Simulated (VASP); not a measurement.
# Tc (Fm-3m) in VASP: single point with PBE

Aim: the single point of Tc with PBE.

Program: VASP 6.6.1. These are calculated values, not measurements. Logs are shortened: lines on timing, memory, paths and dates and some standing lists are left out, and cuts for length are marked.

### 1 The cell of the first run

The structure is cubic, space group Fm-3m (No. 225). Conventional cell: a = 3.872 Å, b = 3.872 Å, c = 3.872 Å, α = 90.00°, β = 90.00°, γ = 90.00°. Within 3.6 Å of Tc (site symmetry m-3m) lie 12 Tc at 2.74 Å.

### 2 Single point, PBE

The input, INCAR:

```
SYSTEM = Tc
PREC = Accurate
ENCUT = 500
EDIFF = 1E-6
ISMEAR = -1
SIGMA = 0.1
LREAL = .False.
LASPH = .True.
NELM = 120
ALGO = Normal
ISIF = 2
LWAVE = .False.
LCHARG = .False.
GGA = PE
NBANDS = 12
GGA_COMPAT = .False.
```

The input, KPOINTS:

```
Automatic mesh
0
Gamma
  4 4 4
  0 0 0
```

The input, POSCAR:

```
Tc
1.0
   -1.9358413410      0.0000000000      1.9358413410
    0.0000000000      1.9358413410      1.9358413410
   -1.9358413410      1.9358413410      0.0000000000
Tc
1
Direct
    0.0000000000      0.0000000000      0.0000000000
```

Potentials or basis: VASP PAW PBE potentials, release 64 (Tc_pv).

On the command line:

```bash
$ cat potpaw_PBE.64/Tc_pv/POTCAR > POTCAR
$ mpirun -np 1 vasp_std > vasp.out
```

OUTCAR:

```text
SYSTEM = Tc
   PREC = Accurate
   ENCUT = 500
   EDIFF = 1E-6
   ISMEAR = -1
   LREAL = .False.
   LASPH = .True.
   NELM = 120
   ISIF = 2
   GGA = PE

 ion  position               nearest neighbor table
   1  0.000  0.000  0.000-

  LATTYP: Found a face centered cubic cell.
 ALAT       =     3.8716826820

  Lattice vectors:

 A1 = (  -1.9358413410,   0.0000000000,   1.9358413410)
 A2 = (   0.0000000000,   1.9358413410,   1.9358413410)
 A3 = (  -1.9358413410,   1.9358413410,   0.0000000000)

Analysis of symmetry for initial positions (statically):
=====================================================================
 Subroutine PRICEL returns:
 Original cell was already a primitive cell.

 Routine SETGRP: Setting up the symmetry group for a
 face centered cubic supercell.

 Subroutine GETGRP returns: Found 48 space group operations
 (whereof 48 operations were pure point group operations)
 out of a pool of 48 trial point group operations.

The static configuration has the point symmetry O_h .

Analysis of symmetry for dynamics (positions and initial velocities):
=====================================================================
 Subroutine PRICEL returns:
 Original cell was already a primitive cell.

 Routine SETGRP: Setting up the symmetry group for a
 face centered cubic supercell.

 Subroutine GETGRP returns: Found 48 space group operations
 (whereof 48 operations were pure point group operations)
 out of a pool of 48 trial point group operations.

The dynamic configuration has the point symmetry O_h .

 Subroutine INISYM returns: Found 48 space group operations
 (whereof 48 operations are pure point group operations),
 and found     1 'primitive' translations

----------------------------------------------------------------------------------------

                                     Primitive cell

  volume of cell :      14.5091

  direct lattice vectors                    reciprocal lattice vectors
    -1.935841341  0.000000000  1.935841341    -0.258285630 -0.258285630  0.258285630
     0.000000000  1.935841341  1.935841341     0.258285630  0.258285630  0.258285630
    -1.935841341  1.935841341  0.000000000    -0.258285630  0.258285630 -0.258285630

  length of vectors
     2.737693079  2.737693079  2.737693079     0.447363834  0.447363834  0.447363834

  position of ions in fractional coordinates (direct lattice)
     0.000000000  0.000000000  0.000000000

  ion indices of the primitive-cell ions
   primitive index   ion index
                 1           1

----------------------------------------------------------------------------------------

 KPOINTS: Automatic mesh

Automatic generation of k-mesh.
 Grid dimensions read from file:
 generate k-points for:    4    4    4

 Generating k-lattice:

  Cartesian coordinates                     Fractional coordinates (reciprocal lattice)
    -0.064571407 -0.064571407  0.064571407     0.250000000  0.000000000  0.000000000
     0.064571407  0.064571407  0.064571407     0.000000000  0.250000000  0.000000000
    -0.064571407  0.064571407 -0.064571407     0.000000000  0.000000000  0.250000000

  Length of vectors
     0.111840958  0.111840958  0.111840958

  Shift w.r.t. Gamma in fractional coordinates (k-lattice)
     0.000000000  0.000000000  0.000000000

 Subroutine IBZKPT returns following result:
 ===========================================

 Found      8 irreducible k-points:

 Following reciprocal coordinates:
            Coordinates               Weight
  0.000000  0.000000  0.000000      1.000000
  0.250000  0.000000  0.000000      8.000000
  0.500000  0.000000  0.000000      4.000000
  0.250000  0.250000  0.000000      6.000000
  0.500000  0.250000  0.000000     24.000000
 -0.250000  0.250000  0.000000     12.000000
  0.500000  0.500000  0.000000      3.000000
 -0.250000  0.500000  0.250000      6.000000
   k-points           NKPTS =      8   k-points in BZ     NKDIM =      8   number of bands    NBANDS=     12
   number of dos      NEDOS =    301   number of ions     NIONS =      1
   total plane-waves  NPLWV =   8000
   dimension x,y,z NGX =    20 NGY =   20 NGZ =   20
   dimension x,y,z NGXF=    40 NGYF=   40 NGZF=   40
   ions per type =               1
   NGX,Y,Z   is equivalent  to a cutoff of  12.14, 12.14, 12.14 a.u.
   NGXF,Y,Z  is equivalent  to a cutoff of  24.29, 24.29, 24.29 a.u.
 SYSTEM =  Tc
   PREC   = accura    normal or accurate (medium, high low for compatibility)
   ISTART =      0    job   : 0-new  1-cont  2-samecut
   ICHARG =      2    charge: 1-file 2-atom 10-const
   ISPIN  =      1    spin polarized calculation?
   LNONCOLLINEAR =      F non collinear calculations
   LSORBIT =      F    spin-orbit coupling
   LASPH  =      T    aspherical Exc in radial PAW
   ENCUT  =  500.0 eV  36.75 Ry    6.06 a.u.   4.99  4.99  4.99*2*pi/ulx,y,z
   NELM   =    120;   NELMIN=  2; NELMDL= -5     # of ELM steps
   EDIFF  = 0.1E-05   stopping-criterion for ELM
   LREAL  =      F    real-space projection
   EDIFFG = 0.1E-04   stopping-criterion for IOM
   NSW    =      0    number of steps for IOM
   IBRION =     -1    ionic relax: 0-MD 1-quasi-New 2-CG
   NFREE  =      0    steps in history (QN), initial steepest desc. (CG)
   ISIF   =      2    stress and relaxation
   ISYM   =      2    0-nonsym 1-usesym 2-fastsym
   POTIM  = 0.5000    time-step for ionic-motion
   TEBEG  =    0.0;   TEEND  =   0.0 temperature during run
   PSTRESS=    0.0 pullay stress
   NELECT =      13.0000    total number of electrons
   NUPDOWN=      -1.0000    fix difference up-down
   EMIN   =  10.00;   EMAX   =-10.00  energy-range for DOS
   EFERMI =   0.00;   METHOD = LEGACY
   ISMEAR =    -1;   SIGMA  =   0.10  broadening in eV -4-tet -1-fermi 0-gaus
   EFERMI_NEDOS =   21; number of points for ismear=-14 and -15
   IALGO  =     38    algorithm
   IMIX   =      4    mixing-type and parameters
     AMIX     =   0.40;   BMIX     =  1.00
     AMIX_MAG =   1.60;   BMIX_MAG =  1.00
  volume/ion in A,a.u.               =      14.51        97.91
  Fermi-wavevector in a.u.,A,eV,Ry     =   1.578251  2.982463 33.890447  2.490878
  Thomas-Fermi vector in A             =   2.678810
   LORBIT       =      0    0 simple, 1 ext, 2 COOP (PROOUT), +10 PAW based schemes
   GGA     = PE    functional components
   LHFCALC =     F    Hartree Fock is set to
   AEXX    =    0.0000 exact exchange contribution
   IVDW    =     0    specifies the selected vdW correction
   LEPSILON=     F    determine dielectric tensor
   LRPA    =     F    only Hartree local field effects (RPA)
 non-spin polarized calculation
  energy-cutoff  :      500.00
  volume of cell :       14.51
 maximum number of plane-waves:       380
   NGX =  9   NGY =  9   NGZ =  9

 number of electron      12.9999998 magnetization

 Free energy of the ion-electron system (eV)
  ---------------------------------------------------
  ext. energy  EPLUGINS =         0.00000000
  ---------------------------------------------------
  free energy    TOTEN  =       -10.16161691 eV

  energy without entropy =      -10.08501606  energy(sigma->0) =      -10.12331649

 E-fermi :  12.6369     XC(G=0): -13.7177

 val. band max:       12.1650680860   @ k =  -0.2500   0.2500   0.0000
 cond. band min:      12.6456190269   @ k =   0.5000   0.2500   0.0000
 fundamental gap:      0.4805509409
 Fermi energy:        12.6369190995

 k-point     1 :       0.0000    0.0000    0.0000
  band No.  band energies     occupation
      1     -25.7434      2.00000
      2     -25.7434      2.00000
      3     -25.7434      2.00000
      4       5.1613      2.00000
      5      10.8420      2.00000
      6      10.8420      2.00000
      7      10.8420      2.00000
      8      13.4351      0.00068
      9      13.4351      0.00068
     10      26.6077      0.00000
     11      32.1829      0.00000
     12      32.1829      0.00000

 k-point     2 :       0.2500    0.0000    0.0000
  band No.  band energies     occupation
      1     -26.3736      2.00000
      2     -25.8251      2.00000
      3     -25.8251      2.00000
      4       7.0306      2.00000
      5      10.4317      2.00000
      6      11.2456      2.00000
      7      11.2456      2.00000
      8      13.5786      0.00016
      9      13.5786      0.00016
     10      27.0242      0.00000
     11      29.4997      0.00000
     12      36.1567      0.00000

 k-point     3 :       0.5000    0.0000    0.0000
  band No.  band energies     occupation
      1     -26.9669      2.00000
      2     -25.9053      2.00000
      3     -25.9053      2.00000
      4       7.1226      2.00000
      5      10.6828      2.00000
      6      10.6828      2.00000
      7      13.8568      0.00001
      8      15.4343      0.00000
      9      15.4343      0.00000
     10      23.2784      0.00000
     11      26.2708      0.00000
     12      32.7919      0.00000

 k-point     4 :       0.2500    0.2500    0.0000
  band No.  band energies     occupation
      1     -26.3456      2.00000
      2     -25.9656      2.00000
      3     -25.9656      2.00000
      4       7.5740      2.00000
      5       8.8184      2.00000
      6      11.8679      1.99909
      7      12.7809      0.38322
      8      12.7809      0.38322
      9      14.3344      0.00000
     10      30.3612      0.00000
     11      31.4789      0.00000
     12      31.4789      0.00000

 k-point     5 :       0.5000    0.2500    0.0000
  band No.  band energies     occupation
      1     -26.7575      2.00000
      2     -26.2306      2.00000
      3     -26.0454      2.00000
      4       7.9800      2.00000
      5       9.0621      2.00000
      6      11.2385      2.00000
      7      12.6456      0.95653
      8      15.5940      0.00000
      9      18.5571      0.00000
     10      23.6074      0.00000
     11      28.5564      0.00000
     12      30.0684      0.00000

 k-point     6 :      -0.2500    0.2500    0.0000
  band No.  band energies     occupation
      1     -26.6261      2.00000
      2     -26.2596      2.00000
      3     -25.9067      2.00000
      4       9.0484      2.00000
      5       9.7564      2.00000
      6      10.0609      2.00000
      7      12.1651      1.98230
      8      13.2520      0.00425
      9      17.7384      0.00000
     10      26.4239      0.00000
     11      28.1844      0.00000
     12      30.6097      0.00000

 k-point     7 :       0.5000    0.5000    0.0000
  band No.  band energies     occupation
      1     -26.8877      2.00000
      2     -26.1824      2.00000
      3     -26.1824      2.00000
      4       6.7691      2.00000
      5       7.3454      2.00000
      6      15.3873      0.00000
      7      15.9972      0.00000
      8      15.9972      0.00000
      9      16.4395      0.00000
     10      25.6163      0.00000
     11      25.6163      0.00000
     12      26.7499      0.00000

 k-point     8 :      -0.2500    0.5000    0.2500
  band No.  band energies     occupation
      1     -26.5433      2.00000
      2     -26.5433      2.00000
      3     -26.2011      2.00000
      4       8.2808      2.00000
      5       9.8630      2.00000
      6       9.8630      2.00000
      7      12.9300      0.10127
      8      16.0029      0.00000
      9      23.3342      0.00000
     10      23.3342      0.00000
     11      24.6735      0.00000
     12      26.6993      0.00000

------------------------ aborting loop because EDIFF is reached ----------------------------------------

  FORCE on cell =-STRESS in cart. coord.  units (eV):
  Direction    XX          YY          ZZ          XY          YZ          ZX
  --------------------------------------------------------------------------------------
  -------------------------------------------------------------------------------------
  Total        0.3201448      0.3201448      0.3201448     -0.0000000      0.0000000      0.0000000
  in kB       35.3523068     35.3523068     35.3523068     -0.0000000      0.0000000      0.0000000
  external PRESSURE =      35.3523068 kB  Pullay stress =       0.0000000 kB

 VOLUME and BASIS-vectors are now :
 -----------------------------------------------------------------------------
  energy-cutoff  :      500.00
  volume of cell :       14.51
      direct lattice vectors                 reciprocal lattice vectors
    -1.935841341  0.000000000  1.935841341    -0.258285630 -0.258285630  0.258285630
     0.000000000  1.935841341  1.935841341     0.258285630  0.258285630  0.258285630
    -1.935841341  1.935841341  0.000000000    -0.258285630  0.258285630 -0.258285630

 POSITION                                       TOTAL-FORCE (eV/Angst)
 -----------------------------------------------------------------------------------
      0.00000      0.00000      0.00000         0.000000     -0.000000     -0.000000
 -----------------------------------------------------------------------------------
    total drift:                               -0.000000      0.000000      0.000000

  FREE ENERGIE OF THE ION-ELECTRON SYSTEM (eV)
  ---------------------------------------------------
  free  energy   TOTEN  =       -10.1616169091 eV

  energy  without entropy=      -10.0850160639  energy(sigma->0) =      -10.12331649
```

It used 4.7 s of CPU time on 1 thread of Intel Xeon 8259CL (shared host).

Results:

```yaml
Free_energy: -10.1616 eV
Pressure: 3.5 GPa
```

Caveat: the k points lie up to 0.70 Å⁻¹ apart.
